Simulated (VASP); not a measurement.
SiC:

```xyz
4
Lattice="3.0754 0.0000 0.0000 -1.5377 2.6633 0.0000 0.0000 0.0000 5.0481" Properties=species:S:1:pos:R:3 pbc="T T T"
Si    0.0000    1.7756   -0.0021
Si    1.5377    0.8878    2.5220
C     0.0000    1.7756    1.8951
C     1.5377    0.8878    4.4192
```

Base run:

* Program: VASP 6.6.1
* Functional: r2SCAN
* Potentials or basis: VASP PAW PBE potentials, release 64 (Si, C)
* Cutoff: 520 eV
* k mesh: 12 × 12 × 6
* Occupations: gaussian, width 0.01 eV
* Spin: no spin polarisation

Its results: band gap on the k mesh 2.66 eV, indirect (least direct gap 4.48 eV); pressure -0.2 GPa.

Problem. The run is repeated on the same cell with these changes: functional from r2SCAN to PBE; occupations from gaussian, width 0.01 eV to fermi-dirac, width 0.02 eV. What comes out?

Solution. Band gap on the k mesh 2.27 eV, indirect (least direct gap 3.97 eV); pressure 3.5 GPa.

Caveats: the PAW data sets were made with another functional, which shifts forces and pressure a little (some runs).

A k mesh can miss the band edges.
